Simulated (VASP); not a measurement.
Write the native input for VASP 6.6.1 that does the following.

```yaml
Task: single point
Functional: PBE
Potentials_or_basis: VASP PAW PBE potentials, release 64 (Si, S)
Cutoff: 520 eV
k_mesh: 6 × 6 × 2
Occupations: gaussian, width 0.1 eV
Spin: no spin polarisation
Dipole_correction: no
Further_INCAR_settings: ALGO = Normal; EDIFF = 1e-06; NBANDS = 19
```

The structure of Si4S lies in POSCAR:

```
Si4S
1.0
    3.6870953900      0.0000000000      0.0000000000
   -1.8435477000      3.1931182800      0.0000000000
    0.0000000000      0.0000000000      8.7669203500
Si S
4 1
Direct
    0.3333333300      0.6666666700      0.8133467200
    0.6666666700      0.3333333300      0.8133467200
    0.6666666700      0.3333333300      0.1866532800
    0.3333333300      0.6666666700      0.1866532800
    0.0000000000      0.0000000000      0.0000000000
```

The cell was generated, and may not be a known phase.

One way to write it, as run:

INCAR

```
SYSTEM = Si4S
PREC = Accurate ; ENCUT = 520
EDIFF = 1E-6 ; ISMEAR = 0
SIGMA = 0.1 ; LREAL = .FALSE.
LASPH = .TRUE. ; NELM = 60
ALGO = Normal ; ISIF = 2
LWAVE = .FALSE. ; LCHARG = .FALSE.
GGA = PE ; NBANDS = 19
```

KPOINTS

```
Automatic mesh
0
G
  6 6 2
  0 0 0
```

Potentials or basis: VASP PAW PBE potentials, release 64 (Si, S).

The run is started by

```sh
$ cat potpaw_PBE.64/Si/POTCAR potpaw_PBE.64/S/POTCAR > POTCAR
$ mpirun -np 1 vasp_std > vasp.out
```

Results of the run:

| Item | Value |
| --- | --- |
| Pressure | 24.2 GPa |
| Largest force | 0.686 eV/Å |
| Band gap on the k mesh | zero (bands 11 and 12 overlap by 1.14 eV) |

Caveat: the stress differs along the axes, from 7 to 33 GPa.

Run time: 60 s on 1 thread of Intel Xeon 8259CL (shared host), peak memory 0.22 GiB.
